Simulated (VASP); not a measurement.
Runs of VASP 6.6.1 on YbOs3. The structure is that of space group Pm-3m (No. 221), or close to it. The cells are those of the table. 

```tsv
cell	smearing	gap on the mesh (eV)	pressure (GPa)
a = 3.938 Å, 4 atoms	gaussian 0.05 eV	none	16.5
a = 4.104 Å, 4 atoms	gaussian 0.05 eV	none	-13.2
a = 4.013 Å, 4 atoms	gaussian 0.15 eV	none	(a)
a = 4.013 Å, 4 atoms	gaussian 0.05 eV	none	(b)
a = 4.065 Å, 4 atoms	gaussian 0.05 eV	none	-8.7
a = 3.986 Å, 4 atoms	gaussian 0.05 eV	none	5.2
```

Alike in all rows: task single point; level PBE; potentials or basis VASP PAW PBE potentials, release 64 (Yb, Os); no spin polarisation; k mesh 8 × 8 × 8; cutoff (eV) 520.

Task: Estimate the missing entries.

Result: (a) 0.7; (b) 0.2.

Caveats: spin-orbit coupling is left out, which moves the levels of the heavy elements; the cell stands under pressure (at least some runs); the cell stands under tension (at least some runs).

A k mesh can miss the band edges, and the runs leave out spin-orbit coupling on Os, Yb.

A gap of «none» marks levels without a gap at the run's occupations.
